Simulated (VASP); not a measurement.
Crystal: SiC.

```
Si C
1.0
     3.03413    0.00000    0.00000
    -1.51706    2.62763    0.00000
     0.00000    0.00000    9.93454
Si C
4 4
Direct
  0.00000 0.00000 0.18789
  0.00000 0.00000 0.68789
  0.33333 0.66667 0.43784
  0.66667 0.33333 0.93784
  0.00000 0.00000 0.00046
  0.00000 0.00000 0.50046
  0.33333 0.66667 0.24980
  0.66667 0.33333 0.74980
```

Base run:

| Quantity | Value |
| --- | --- |
| Program | VASP 6.6.1 |
| Functional | PBEsol |
| Dispersion | D4 |
| Potentials or basis | VASP PAW PBE potentials, release 64 (Si, C) |
| Cutoff | 520 eV |
| k mesh | 10 × 10 × 3 |
| Occupations | fermi-dirac, width 0.05 eV |
| Spin | no spin polarisation |

Its results: band gap on the k mesh 2.11 eV, indirect (least direct gap 3.25 eV); pressure 8.1 GPa; largest force 0.019 eV/Å.

The run is repeated on the same cell with these changes: functional from PBEsol to BLYP. What comes out?

Band gap on the k mesh 2.55 eV, indirect (least direct gap 3.68 eV); pressure 9.8 GPa; largest force 0.012 eV/Å.

BLYP binds less tightly than PBEsol, so the same cell stands under more pressure.

Caveats: the PAW data sets were made with another functional, which shifts forces and pressure a little.

A k mesh can miss the band edges.
